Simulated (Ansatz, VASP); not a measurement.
**Co in VASP and in Ansatz**

The input INCAR:

```
  ALGO = Normal
  EDIFF = 1E-7
  ENCUT = 520
  GGA = PS
  ISIF = 2
  ISMEAR = -1
  ISPIN = 2
  LASPH = T
  LCHARG = F
  LMAXMIX = 4
  LORBIT = 11
  LREAL = F
  LWAVE = F
  MAGMOM = 1.5 -1.5
  NBANDS = 20
  NELM = 150
  PREC = Accurate
  SIGMA = 0.1
```

KPOINTS

```
k-points
0
Gamma
  14 14 8
```

POSCAR

```
Co
1.0
    2.5359998200      0.0000000000      0.0000000000
   -1.2679999100      2.1962402600      0.0000000000
    0.0000000000      0.0000000000      4.1360000000
Co
2
Direct
    0.3333333300      0.6666666700      0.2500000000
    0.6666666700      0.3333333300      0.7500000000
```

Input for Ansatz:

```yaml
crystal:
  lattice:
    - [2.53599982, 0.0, 0.0]
    - [-1.26799991, 2.19624026, 0.0]
    - [0.0, 0.0, 4.136]
  atoms:
    - { symbol: Co, position: [0.33333333, 0.66666667, 0.25], spin: 1.5 }
    - { symbol: Co, position: [0.66666667, 0.33333333, 0.75], spin: -1.5 }
magnetization:
  spin_polarized: true
hamiltonian:
  xc: pbesol
  pseudopotentials: { kind: paw }
basis:
  ecutwfc: 420
kpoints:
  mp_grid: { grid: [14, 14, 8] }
scf:
  occupations: { method: fermi_dirac, width: 0.1 }
  lower_state_search: "off"
output:
  forces: true
  stress: true
```

Change from the starting cell: moments +- scaled by 0.5, plain SCF.

Alike in both runs: task single point; functional PBEsol; k mesh 14 × 14 × 8; occupations fermi-dirac, width 0.1 eV; collinear spin.

|  | VASP | Ansatz |
| --- | --- | --- |
| version | VASP 6.6.1 | Ansatz 0.2.0 |
| potentials or method | VASP PAW PBE potentials, release 64 (Co), cutoff 520 eV | PAW, plane waves, scalar-relativistic |
| valence electrons in the cell | 18 | 34 |

```csv
,VASP,Ansatz,Ansatz less VASP
pressure (GPa),-24.2,-23.9,+0.26
"traceless stress, the component that is largest in VASP (GPa)",1.00,1.08,+0.075
net moment per atom (μB),0.00,0.00,0.000
size of the moment on the site where the two differ most (μB),1.10,1.13,+0.024
```

VASP's potentials were made for PBE, not for PBEsol. Site moments also hang on the region over which each program counts them. VASP's potentials hold 18 valence electrons a cell and Ansatz's 34, so a difference there can come from the potentials and not from the codes. Ansatz's warnings: negative dielectric reading.
